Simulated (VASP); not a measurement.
# Bi in VASP: a series of runs

Aim: see how the results for Bi move with the level of theory and the settings. Levels: RPBE, PBEsol+D3(BJ), PBEsol. Tasks: single point.

All numbers are computed with VASP 6.6.1; they aren't measurements. Logs are shortened: lines on timing, memory, paths and dates and some standing lists are left out, and cuts for length are marked.

## 1. The cell of the first run

Symmetry: R-3m, No. 166, trigonal system. Conventional cell: a = 4.210 Å, b = 4.210 Å, c = 10.967 Å, α = 90.00°, β = 90.00°, γ = 120.00°. Within 3.7 Å of Bi (site symmetry 3m) lie 6 Bi at 2.84 to 3.26 Å.

## 2. Single point, RPBE, collinear spin (28.06 Å³/atom)

INCAR

```
  PREC = Accurate
  ENCUT = 520
  EDIFF = 1E-6
  ISMEAR = 0
  SIGMA = 0.01
  LREAL = F
  LASPH = T
  NELM = 150
  ALGO = Normal
  ISIF = 2
  LWAVE = F
  LCHARG = F
  ISPIN = 2
  MAGMOM = 0.5 -0.25
  LORBIT = 11
  GGA = RP
  NBANDS = 26
```

KPOINTS

```
Automatic mesh
0
Gamma
  7 7 7
```

POSCAR

```
Bi
1.0
    2.1049605360      1.2152995321      3.6557153654
   -2.1049605360      1.2152995321      3.6557153654
    0.0000000000     -2.4305990643      3.6557153654
Bi
2
Direct
    0.7660000000      0.7660000000      0.7660000000
    0.2340000000      0.2340000000      0.2340000000
```

Potentials or basis: VASP PAW PBE potentials, release 64 (Bi_d).

Started as:

```bash
> cat potpaw_PBE.64/Bi_d/POTCAR > POTCAR
> mpirun -np 1 vasp_std > vasp.out
```

OUTCAR:

```text
PREC = Accurate
   ENCUT = 520
   EDIFF = 1E-6
   ISMEAR = 0
   LREAL = F
   LASPH = T
   NELM = 150
   ISIF = 2
   ISPIN = 2
   LORBIT = 11
   GGA = RP

 ion  position               nearest neighbor table
   1  0.766  0.766  0.766-   2 2.84   2 2.84   2 2.84   2 3.26   2 3.26   2 3.26
   2  0.234  0.234  0.234-   1 2.84   1 2.84   1 2.84   1 3.26   1 3.26   1 3.26

  LATTYP: Found a trigonal (rhomboedric) cell.
 ALAT       =     4.3899962009
 COS(alpha) =     0.5401781303

  Lattice vectors:

 A1 = (   2.1049605360,   1.2152995321,   3.6557153654)
 A2 = (  -2.1049605360,   1.2152995321,   3.6557153654)
 A3 = (   0.0000000000,  -2.4305990643,   3.6557153654)

Analysis of symmetry for initial positions (statically):
=====================================================================
 Subroutine PRICEL returns:
 Original cell was already a primitive cell.

 Routine SETGRP: Setting up the symmetry group for a
 trigonal (rhombohedral) supercell.

 Subroutine GETGRP returns: Found 12 space group operations
 (whereof 12 operations were pure point group operations)
 out of a pool of 12 trial point group operations.

The static configuration has the point symmetry D_3d.

Analysis of symmetry for dynamics (positions and initial velocities):
=====================================================================
 Subroutine PRICEL returns:
 Original cell was already a primitive cell.

 Routine SETGRP: Setting up the symmetry group for a
 trigonal (rhombohedral) supercell.

 Subroutine GETGRP returns: Found 12 space group operations
 (whereof 12 operations were pure point group operations)
 out of a pool of 12 trial point group operations.

The dynamic configuration has the point symmetry D_3d.

Analysis of structural, dynamic, and magnetic symmetry:
=====================================================================
 Subroutine PRICEL returns:
 Original cell was already a primitive cell.

 Routine SETGRP: Setting up the symmetry group for a
 trigonal (rhombohedral) supercell.

 Subroutine GETGRP returns: Found  6 space group operations
 (whereof  6 operations were pure point group operations)
 out of a pool of 12 trial point group operations.

The overall configuration has the point symmetry C_3v.

 Subroutine INISYM returns: Found  6 space group operations
 (whereof  6 operations are pure point group operations),
 and found     1 'primitive' translations

----------------------------------------------------------------------------------------

                                     Primitive cell

  volume of cell :      56.1114

  direct lattice vectors                    reciprocal lattice vectors
     2.104960536  1.215299532  3.655715365     0.237534144  0.137140402  0.091181424
    -2.104960536  1.215299532  3.655715365    -0.237534144  0.137140402  0.091181424
     0.000000000 -2.430599064  3.655715365     0.000000000 -0.274280804  0.091181424

  length of vectors
     4.389996201  4.389996201  4.389996201     0.289039810  0.289039810  0.289039810

  position of ions in fractional coordinates (direct lattice)
     0.766000000  0.766000000  0.766000000
     0.234000000  0.234000000  0.234000000

  ion indices of the primitive-cell ions
   primitive index   ion index
                 1           1
                 2           2

----------------------------------------------------------------------------------------

 KPOINTS: Automatic mesh

Automatic generation of k-mesh.
 Grid dimensions read from file:
 generate k-points for:    7    7    7

 Generating k-lattice:

  Cartesian coordinates                     Fractional coordinates (reciprocal lattice)
     0.033933449  0.019591486  0.013025918     0.142857143  0.000000000  0.000000000
    -0.033933449  0.019591486  0.013025918     0.000000000  0.142857143  0.000000000
     0.000000000 -0.039182972  0.013025918     0.000000000  0.000000000  0.142857143

  Length of vectors
     0.041291401  0.041291401  0.041291401

  Shift w.r.t. Gamma in fractional coordinates (k-lattice)
     0.000000000  0.000000000  0.000000000

 Subroutine IBZKPT returns following result:
 ===========================================

 Found     44 irreducible k-points:

 Following reciprocal coordinates:
            Coordinates               Weight
  0.000000  0.000000  0.000000      1.000000
  0.142857  0.000000  0.000000      6.000000
  0.285714  0.000000 -0.000000      6.000000
  0.428571  0.000000 -0.000000      6.000000
  0.142857  0.142857  0.000000      6.000000
  0.285714  0.142857 -0.000000     12.000000
[... 16 lines left out ...]
  0.285714  0.285714  0.142857      6.000000
  0.428571  0.285714  0.142857     12.000000
 [... further k-points ...]
   k-points           NKPTS =     44   k-points in BZ     NKDIM =     44   number of bands    NBANDS=     26
   number of dos      NEDOS =    301   number of ions     NIONS =      2
   total plane-waves  NPLWV =  46656
   dimension x,y,z NGX =    36 NGY =   36 NGZ =   36
   dimension x,y,z NGXF=    72 NGYF=   72 NGZF=   72
   ions per type =               2
   NGX,Y,Z   is equivalent  to a cutoff of  13.63, 13.63, 13.63 a.u.
   NGXF,Y,Z  is equivalent  to a cutoff of  27.27, 27.27, 27.27 a.u.
 SYSTEM =  unknown system
   PREC   = accura    normal or accurate (medium, high low for compatibility)
   ISTART =      0    job   : 0-new  1-cont  2-samecut
   ICHARG =      2    charge: 1-file 2-atom 10-const
   ISPIN  =      2    spin polarized calculation?
   LNONCOLLINEAR =      F non collinear calculations
   LSORBIT =      F    spin-orbit coupling
   LASPH  =      T    aspherical Exc in radial PAW
   ENCUT  =  520.0 eV  38.22 Ry    6.18 a.u.   8.16  8.16  8.16*2*pi/ulx,y,z
   NELM   =    150;   NELMIN=  2; NELMDL= -5     # of ELM steps
   EDIFF  = 0.1E-05   stopping-criterion for ELM
   LREAL  =      F    real-space projection
   EDIFFG = 0.1E-04   stopping-criterion for IOM
   NSW    =      0    number of steps for IOM
   IBRION =     -1    ionic relax: 0-MD 1-quasi-New 2-CG
   NFREE  =      0    steps in history (QN), initial steepest desc. (CG)
   ISIF   =      2    stress and relaxation
   ISYM   =      2    0-nonsym 1-usesym 2-fastsym
   POTIM  = 0.5000    time-step for ionic-motion
   TEBEG  =    0.0;   TEEND  =   0.0 temperature during run
   PSTRESS=    0.0 pullay stress
   NELECT =      30.0000    total number of electrons
   NUPDOWN=      -1.0000    fix difference up-down
   EMIN   =  10.00;   EMAX   =-10.00  energy-range for DOS
   EFERMI =   0.00;   METHOD = LEGACY
   ISMEAR =     0;   SIGMA  =   0.01  broadening in eV -4-tet -1-fermi 0-gaus
   EFERMI_NEDOS =   21; number of points for ismear=-14 and -15
   IALGO  =     38    algorithm
   IMIX   =      4    mixing-type and parameters
     AMIX     =   0.40;   BMIX     =  1.00
     AMIX_MAG =   1.60;   BMIX_MAG =  1.00
  volume/ion in A,a.u.               =      28.06       189.33
  Fermi-wavevector in a.u.,A,eV,Ry     =   1.328714  2.510906 24.020837  1.765482
  Thomas-Fermi vector in A             =   2.457931
   LORBIT       =     11    0 simple, 1 ext, 2 COOP (PROOUT), +10 PAW based schemes
   GGA     = RP    functional components
   LHFCALC =     F    Hartree Fock is set to
   AEXX    =    0.0000 exact exchange contribution
   IVDW    =     0    specifies the selected vdW correction
   LEPSILON=     F    determine dielectric tensor
   LRPA    =     F    only Hartree local field effects (RPA)
 spin polarized calculation
 Gauss-broadening in eV      SIGMA  =   0.01
  energy-cutoff  :      520.00
  volume of cell :       56.11
 maximum number of plane-waves:      1525
 NGX is ok and might be reduce to    36
   NGX = 17   NGY = 17   NGZ = 17

 number of electron      29.9999999 magnetization       0.0000855

 number of electron      29.9999999 magnetization      -0.0000513

 Free energy of the ion-electron system (eV)
  ---------------------------------------------------
  ext. energy  EPLUGINS =         0.00000000
  ---------------------------------------------------
  free energy    TOTEN  =        -5.98740557 eV

  energy without entropy =       -5.98740557  energy(sigma->0) =       -5.98740557

 E-fermi :   9.3505     XC(G=0): -10.5336

 val. band max:        9.2165662403   @ k =   0.2857   0.1429   0.1429
 cond. band min:       9.5439761777   @ k =   0.4286   0.0000  -0.0000
 fundamental gap:      0.3274099374
 Fermi energy:         9.3505434910

 spin component 1

 k-point     1 :       0.0000    0.0000    0.0000
  band No.  band energies     occupation
      1     -14.1803      1.00000
      2     -14.1803      1.00000
      3     -13.8975      1.00000
      4     -13.8975      1.00000
      5     -13.8654      1.00000
      6     -13.5124      1.00000
[... 18 lines left out ...]
     25      17.8765      0.00000
     26      26.7963      0.00000

 k-point     2 :       0.1429    0.0000    0.0000
  band No.  band energies     occupation
      1     -14.1517      1.00000
      2     -14.1454      1.00000
      3     -13.8841      1.00000
      4     -13.8736      1.00000
      5     -13.8443      1.00000
      6     -13.5331      1.00000
[... 18 lines left out ...]
     25      19.2270      0.00000
     26      25.4033      0.00000

 k-point     3 :       0.2857    0.0000   -0.0000
  band No.  band energies     occupation
      1     -14.0767      1.00000
      2     -14.0469      1.00000
      3     -13.8531      1.00000
      4     -13.8094      1.00000
      5     -13.7829      1.00000
      6     -13.6025      1.00000
[... 572 lines left out ...]
 k-point    23 :       0.2857    0.2857    0.1429
  band No.  band energies     occupation
      1     -14.1439      1.00000
      2     -14.0394      1.00000
      3     -13.8852      1.00000
      4     -13.8304      1.00000
      5     -13.8046      1.00000
      6     -13.5674      1.00000
[... 18 lines left out ...]
     25      22.7679      0.00000
     26      22.8904      0.00000

 k-point    24 :       0.4286    0.2857    0.1429
  band No.  band energies     occupation
      1     -14.1124      1.00000
      2     -13.9729      1.00000
      3     -13.8675      1.00000
      4     -13.7987      1.00000
      5     -13.7633      1.00000
      6     -13.6057      1.00000
[... 18 lines left out ...]
     25      21.9986      0.00000
     26      23.5276      0.00000

 [... further k-points ...]

 spin component 2

 k-point     1 :       0.0000    0.0000    0.0000
  band No.  band energies     occupation
      1     -14.1803      1.00000
      2     -14.1803      1.00000
      3     -13.8975      1.00000
      4     -13.8975      1.00000
      5     -13.8654      1.00000
      6     -13.5125      1.00000
[... 18 lines left out ...]
     25      17.8765      0.00000
     26      26.7963      0.00000

 k-point     2 :       0.1429    0.0000    0.0000
  band No.  band energies     occupation
      1     -14.1517      1.00000
      2     -14.1454      1.00000
      3     -13.8841      1.00000
      4     -13.8736      1.00000
      5     -13.8443      1.00000
      6     -13.5331      1.00000
[... 18 lines left out ...]
     25      19.2270      0.00000
     26      25.4033      0.00000

 k-point     3 :       0.2857    0.0000   -0.0000
  band No.  band energies     occupation
      1     -14.0768      1.00000
      2     -14.0469      1.00000
      3     -13.8531      1.00000
      4     -13.8095      1.00000
      5     -13.7829      1.00000
      6     -13.6025      1.00000
[... 572 lines left out ...]
 k-point    23 :       0.2857    0.2857    0.1429
  band No.  band energies     occupation
      1     -14.1439      1.00000
      2     -14.0395      1.00000
      3     -13.8852      1.00000
      4     -13.8304      1.00000
      5     -13.8046      1.00000
      6     -13.5674      1.00000
[... 18 lines left out ...]
     25      22.7678      0.00000
     26      22.8903      0.00000

 k-point    24 :       0.4286    0.2857    0.1429
  band No.  band energies     occupation
      1     -14.1124      1.00000
      2     -13.9729      1.00000
      3     -13.8676      1.00000
      4     -13.7987      1.00000
      5     -13.7634      1.00000
      6     -13.6058      1.00000
[... 18 lines left out ...]
     25      21.9986      0.00000
     26      23.5276      0.00000

 [... further k-points ...]

------------------------ aborting loop because EDIFF is reached ----------------------------------------

  FORCE on cell =-STRESS in cart. coord.  units (eV):
  Direction    XX          YY          ZZ          XY          YZ          ZX
  --------------------------------------------------------------------------------------
  -------------------------------------------------------------------------------------
  Total        8.5044164      8.5044164      7.4221509      0.0000000     -0.0000000      0.0000000
  in kB      242.8310306    242.8310306    211.9285404      0.0000000     -0.0000000      0.0000000
  external PRESSURE =     232.5302005 kB  Pullay stress =       0.0000000 kB

 VOLUME and BASIS-vectors are now :
 -----------------------------------------------------------------------------
  energy-cutoff  :      520.00
  volume of cell :       56.11
      direct lattice vectors                 reciprocal lattice vectors
     2.104960536  1.215299532  3.655715365     0.237534144  0.137140402  0.091181424
    -2.104960536  1.215299532  3.655715365    -0.237534144  0.137140402  0.091181424
     0.000000000 -2.430599064  3.655715365     0.000000000 -0.274280804  0.091181424

 POSITION                                       TOTAL-FORCE (eV/Angst)
 -----------------------------------------------------------------------------------
      0.00000     -0.00000      8.40083         0.000000      0.000000     -1.608277
      0.00000     -0.00000      2.56631         0.000000     -0.000000      1.608277
 -----------------------------------------------------------------------------------
    total drift:                               -0.000000      0.000000     -0.000017

  FREE ENERGIE OF THE ION-ELECTRON SYSTEM (eV)
  ---------------------------------------------------
  free  energy   TOTEN  =        -5.9874055702 eV

  energy  without entropy=       -5.9874055702  energy(sigma->0) =       -5.98740557

 total charge

# of ion       s       p       d       tot
------------------------------------------
    1        1.533   1.522   9.943  12.998
    2        1.533   1.522   9.943  12.998
--------------------------------------------------
tot          3.066   3.044  19.886  25.997

 magnetization (x)

# of ion       s       p       d       tot
------------------------------------------
    1       -0.000  -0.000   0.000  -0.000
    2        0.000   0.000  -0.000   0.000
--------------------------------------------------
tot          0.000  -0.000   0.000  -0.000
```

It took 3.8 min on 1 thread of Intel Xeon 8259CL, shared host; peak memory 0.28 GiB.

What came out:

```
Free energy                                           : -5.9874 eV
Pressure                                              : 23.3 GPa
Largest force                                         : 1.608 eV/Å
Net moment                                            : 0.00 μB per cell
Valence electrons inside the program's atomic spheres : Bi 13.00
```

Forces in eV/Å, atoms in the order of the input:
```
Bi   0.000  0.000 -1.608
Bi   0.000  0.000  1.608
```

Stress tensor (GPa, compression positive):
```
24.28  0.00  0.00
 0.00 24.28  0.00
 0.00  0.00 21.19
```

Caveat: the cell stands under pressure; the PAW data sets were made with another functional, which shifts forces and pressure a little; spin-orbit coupling is left out, which moves the levels of the heavy elements.

## 3. Single point, PBEsol+D3(BJ), collinear spin

This run uses another cell than the first one, of 35.07 Å³/atom.

INCAR

```
ALGO = Normal ; EDIFF = 1E-6
ENCUT = 520 ; GGA = PS
ISIF = 2 ; ISMEAR = 1
ISPIN = 2 ; IVDW = 12
LASPH = True ; LCHARG = False
LORBIT = 11 ; LREAL = False
LWAVE = False ; MAGMOM = 0.5 -0.25
NBANDS = 26 ; NELM = 150
PREC = Accurate ; SIGMA = 0.15
```

KPOINTS

```
k-points
0
Gamma
  7 7 7
```

POSCAR

```
Bi
1.0
    2.2675000000      1.3091417354      3.9380000000
   -2.2675000000      1.3091417354      3.9380000000
    0.0000000000     -2.6182834708      3.9380000000
Bi
2
Direct
    0.7660000000      0.7660000000      0.7660000000
    0.2340000000      0.2340000000      0.2340000000
```

Potentials or basis: VASP PAW PBE potentials, release 64 (Bi_d).

Started as:

```bash
> cat potpaw_PBE.64/Bi_d/POTCAR > POTCAR
> mpirun -np 1 vasp_std > vasp.out
```

Run time: 3.7 min. Hardware: 1 thread of Intel Xeon 8259CL, shared host; peak memory 0.31 GiB.

The run converged. Its results:

```
Free energy                                           : -9.5518 eV
Pressure                                              : -2.5 GPa
Largest force                                         : 0.131 eV/Å
Net moment                                            : 0.00 μB per cell
Valence electrons inside the program's atomic spheres : Bi 12.79
Dispersion energy per atom                            : -0.465 eV
```

Forces in eV/Å, atoms in the order of the input:
```
Bi   0.000  0.000 -0.131
Bi   0.000  0.000  0.131
```

Stress tensor (GPa, compression positive):
```
-2.47  0.00  0.00
 0.00 -2.47  0.00
 0.00  0.00 -2.68
```

Levels at points of the mesh, in eV from the Fermi level:
Spin up:
```csv
k point,band 13,band 14,band 15,band 16,band 17,band 18
"(0.00, 0.00, 0.00)",-1.30,-1.04,-1.04,2.67,3.15,3.15
```
Spin down:
```csv
k point,band 13,band 14,band 15,band 16,band 17,band 18
"(0.00, 0.00, 0.00)",-1.30,-1.04,-1.04,2.67,3.15,3.15
```

Caveat: three body term missing; the PAW data sets were made with another functional, which shifts forces and pressure a little; spin-orbit coupling is left out, which moves the levels of the heavy elements.

## 4. Single point, PBEsol (34.37 Å³/atom)

This run uses another cell than the first one, of 34.37 Å³/atom.

INCAR

```
SYSTEM = Bi
ALGO     = Normal         ! electronic algorithm
EDIFF    = 1E-6           ! SCF threshold, eV
ENCUT    = 520            ! plane-wave cutoff, eV
GGA      = PS             ! functional
ISIF     = 2              ! what is computed and relaxed
ISMEAR   = -1             ! smearing method
LASPH    = .True.         ! aspherical terms in the spheres
LCHARG   = .False.        ! write CHGCAR
LREAL    = .False.        ! projectors in reciprocal space
LWAVE    = .False.        ! write WAVECAR
NBANDS   = 22             ! bands
NELM     = 80             ! most SCF steps
PREC     = Accurate       ! precision mode
SIGMA    = 0.05           ! smearing width, eV
```

KPOINTS

```
k-points
0
Gamma
  7 7 7
  0 0 0
```

POSCAR

```
Bi
1.0
    2.2522814206      1.3003552845      3.9115696734
   -2.2522814206      1.3003552845      3.9115696734
    0.0000000000     -2.6007105690      3.9115696734
Bi
2
Direct
    0.7660000000      0.7660000000      0.7660000000
    0.2340000000      0.2340000000      0.2340000000
```

Started as:

```bash
> cat potpaw_PBE.64/Bi_d/POTCAR > POTCAR
> mpirun -np 1 vasp_std > vasp.out
```

Wall time 39 s (1 thread of Intel Xeon 8259CL, shared host); peak memory 0.22 GiB.

The run converged. Its results:

| Property | Result |
| --- | --- |
| Free energy | -8.6225 eV |
| Pressure | 0.6 GPa |
| Largest force | 0.230 eV/Å |

Forces in eV/Å, atoms in the order of the input:
```
Bi   0.000  0.000 -0.230
Bi   0.000  0.000  0.230
```

Stress tensor (GPa, compression positive):
```
0.73 0.00 0.00
0.00 0.73 0.00
0.00 0.00 0.36
```

Levels at points of the mesh, in eV from the Fermi level:
```csv
k point,band 13,band 14,band 15,band 16,band 17,band 18
"(0.00, 0.00, 0.00)",-1.41,-1.14,-1.14,2.63,3.12,3.12
```

Caveat: the PAW data sets were made with another functional, which shifts forces and pressure a little; spin-orbit coupling is left out, which moves the levels of the heavy elements.

[end of part 1 of 2]
